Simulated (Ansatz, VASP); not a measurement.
**GaP in VASP and in Ansatz**

File INCAR:

```
PREC = Accurate
ENCUT = 520
EDIFF = 1E-6
ISMEAR = 0
SIGMA = 0.05
LREAL = F
LASPH = T
NELM = 100
ALGO = Normal
ISIF = 2
LWAVE = F
LCHARG = T
GGA = CA
LELF = T
LVHAR = T
NBANDS = 16
```

The input KPOINTS:

```
Automatic mesh
0
Gamma
  8 8 8
```

The input POSCAR:

```
GaP
1.0
    0.0000000000      2.6774871338      2.6774871338
    2.6774871338      0.0000000000      2.6774871338
    2.6774871338      2.6774871338      0.0000000000
Ga P
1 1
Direct
    0.0000000000      0.0000000000      0.0000000000
    0.7500000000      0.7500000000      0.7500000000
```

Input for Ansatz:

```yaml
crystal:
  lattice:
    - [0.0, 2.6774871338, 2.6774871338]
    - [2.6774871338, 0.0, 2.6774871338]
    - [2.6774871338, 2.6774871338, 0.0]
  atoms:
    - { symbol: Ga, position: [0.0, 0.0, 0.0] }
    - { symbol: P, position: [0.75, 0.75, 0.75] }
basis:
  ecutwfc: 420
  ecutrho_ratio: 4
kpoints:
  mp_grid: { grid: [8, 8, 8] }
hamiltonian:
  xc: lda
scf:
  occupations: { method: gaussian, width: 0.05 }
output:
  forces: true
  stress: true
  eigenvalues: true
```

Alike in both runs: task single point; functional LDA; k mesh 8 × 8 × 8; occupations gaussian, width 0.05 eV; no spin polarisation.

|  | VASP | Ansatz |
| --- | --- | --- |
| version | VASP 6.6.1 | Ansatz 0.2.0 |
| potentials or method | VASP PAW LDA potentials, release 64 (Ga_d, P), cutoff 520 eV | scalar-relativistic, plane waves, PAW |
| valence electrons in the cell | 18 | 18 |

|  | VASP | Ansatz | Ansatz less VASP |
| --- | --- | --- | --- |
| gap on the k mesh at the Fermi level (eV) | 1.39 | 1.39 | +0.001 |
| least direct gap on the mesh (eV) | 2.08 | 2.05 | -0.029 |
| pressure (GPa) | 2.0 | 1.9 | -0.09 |

LDA's correlation is that of Perdew and Zunger in VASP and of Perdew and Wang (1992) in Ansatz.
